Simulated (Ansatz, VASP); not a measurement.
## One calculation of Mn, two programs

```
Mn
1.0
     2.40111    0.00000    0.00000
    -1.20055    2.07942    0.00000
     0.00000    0.00000    7.73185
Mn
4
Direct
  0.00000 0.00000 0.00000
  0.00000 0.00000 0.50000
  0.33333 0.66667 0.25000
  0.66667 0.33333 0.75000
```

Alike in both runs: task single point; functional LDA; k mesh 17 × 17 × 5; occupations fermi-dirac, width 0.1 eV; no spin polarisation.

|  | VASP | Ansatz |
| --- | --- | --- |
| version | VASP 6.6.1 | Ansatz 0.2.0 |
| potentials or method | VASP PAW LDA potentials, release 64 (Mn_pv), cutoff 520 eV | plane waves (420 eV) with PAW, scalar-relativistic |
| valence electrons in the cell | 52 | 60 |

Ansatz gave:

```
pressure (GPa)                                                : 14.7
traceless stress, the component that is largest in VASP (GPa) : -0.08
```

Task: What did VASP give for the same quantities?

Result: Pressure (GPa): 15.2; traceless stress, the component that is largest in VASP (GPa): -0.17.

Ansatz warns that its potentials were made for another functional, while VASP's fit it. LDA's correlation is that of Perdew and Zunger in VASP and of Perdew and Wang (1992) in Ansatz. VASP's potentials hold 52 valence electrons a cell and Ansatz's 60, so a difference there can come from the potentials and not from the codes.
